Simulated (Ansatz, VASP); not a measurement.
## Two plane-wave programs on SiC

POSCAR

```
SiC
1.0
    0.0000000000      2.2216133981      2.2216133981
    2.2216133981      0.0000000000      2.2216133981
    2.2216133981      2.2216133981      0.0000000000
Si C
1 1
Direct
    0.0000000000      0.0000000000      0.0000000000
    0.2500000000      0.2500000000      0.2500000000
```

INCAR.step1

```
PREC = Accurate
ENCUT = 520
EDIFF = 1E-5
ISMEAR = 0
SIGMA = 0.01
LREAL = False
LASPH = True
NELM = 60
ALGO = Normal
ISIF = 2
LWAVE = True
LCHARG = False
GGA = PE
NBANDS = 11
```

Contents of INCAR.step2:

```
PREC = Accurate
ENCUT = 520
EDIFF = 1E-6
ISMEAR = 0
SIGMA = 0.01
LREAL = False
LASPH = True
NELM = 60
ALGO = Normal
ISIF = 2
LWAVE = False
LCHARG = False
GGA = PE
LHFCALC = True
HFSCREEN = 0.2079
PRECFOCK = Normal
ISTART = 1
NBANDS = 11
```

The input KPOINTS:

```
Automatic mesh
0
Gamma
  8 8 8
```

Input for Ansatz:

```yaml
crystal:
  lattice:
    - [0.0, 2.2216133981, 2.2216133981]
    - [2.2216133981, 0.0, 2.2216133981]
    - [2.2216133981, 2.2216133981, 0.0]
  atoms:
    - { symbol: Si, position: [0.0, 0.0, 0.0] }
    - { symbol: C, position: [0.25, 0.25, 0.25] }
kpoints:
  mp_grid: { grid: [8, 8, 8] }
  band_path:
    path:
      - [0.0, 0.0, 0.0]
      - [-0.5, -0.5, 0.0]
      - [-0.375, -0.375, 0.25]
      - [-0.375, 0.0, 0.375]
      - [0.0, 0.0, 0.5]
      - [-0.5, -0.25, 0.25]
      - [0.0, 0.5, 0.5]
    npoints: 1
hamiltonian:
  xc: hse06
scf:
  occupations: { method: fixed }
  n_extra_bands: 4
output:
  forces: true
  stress: true
  eigenvalues: true
```

Change from the starting cell: hydrostatic strain +2.0%.

Alike in both runs: task single point; functional HSE06; k mesh 8 × 8 × 8; no spin polarisation.

|  | VASP | Ansatz |
| --- | --- | --- |
| version | VASP 6.6.1 | Ansatz 0.2.0 |
| potentials or method | VASP PAW PBE potentials, release 64 (Si, C) | plane waves, PAW |
| plane-wave cutoff (eV) | 520 | 420 |
| occupations | gaussian, width 0.01 eV | fixed |
| valence electrons in the cell | 8 | 8 |

Ansatz gave:

* gap on the k mesh at the Fermi level (eV): 2.26
* pressure (GPa): -13.2

Question: What did VASP give for the same quantities?

Answer: gap on the k mesh at the Fermi level (eV): 2.26; pressure (GPa): -13.5.

Ansatz's warnings: stress exchange threshold loose, stress scf threshold loose.
